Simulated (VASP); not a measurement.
Set up this calculation in VASP 6.6.1, as the native input.

* Task: single point
* Functional: PBE
* Potentials or basis: VASP PAW PBE potentials, release 64 (Zn)
* Cutoff: 520 eV
* k mesh: 12 × 12 × 12
* Occupations: gaussian, width 0.018 eV
* Spin: no spin polarisation
* Dipole correction: no
* Further INCAR settings: ALGO = Fast; EDIFF = 1e-07; NBANDS = 12

The structure of Zn lies in POSCAR:

```
Zn
1.0
   -1.5690370000      1.5690370000      1.5690370000
    1.5690370000     -1.5690370000      1.5690370000
    1.5690370000      1.5690370000     -1.5690370000
Zn
1
Direct
    0.0000000000      0.0000000000      0.0000000000
```

The input as run:

INCAR

```
  PREC = Accurate
  ENCUT = 520
  EDIFF = 1E-7
  ISMEAR = 0
  SIGMA = 0.018000000000000002
  LREAL = F
  LASPH = T
  NELM = 60
  ALGO = Fast
  ISIF = 2
  LWAVE = F
  LCHARG = T
  GGA = PE
  LELF = T
  LVHAR = T
  NBANDS = 12
```

KPOINTS

```
regular mesh
0
Gamma
  12 12 12
```

Potentials or basis: VASP PAW PBE potentials, release 64 (Zn).

Command:

```console
$ cat potpaw_PBE.64/Zn/POTCAR > POTCAR
$ mpirun -np 1 vasp_std > vasp.out
```

Results of the run:

```json
{"Pressure": "0.1 GPa", "Band gap on the k mesh": "zero (band 6 reaches 7.27 eV, above the bottom of band 7 at 2.09 eV)"}
```

Wall time 21 s on 1 thread of AMD EPYC 7R13, with other jobs on the host, peak memory 0.1 GiB.
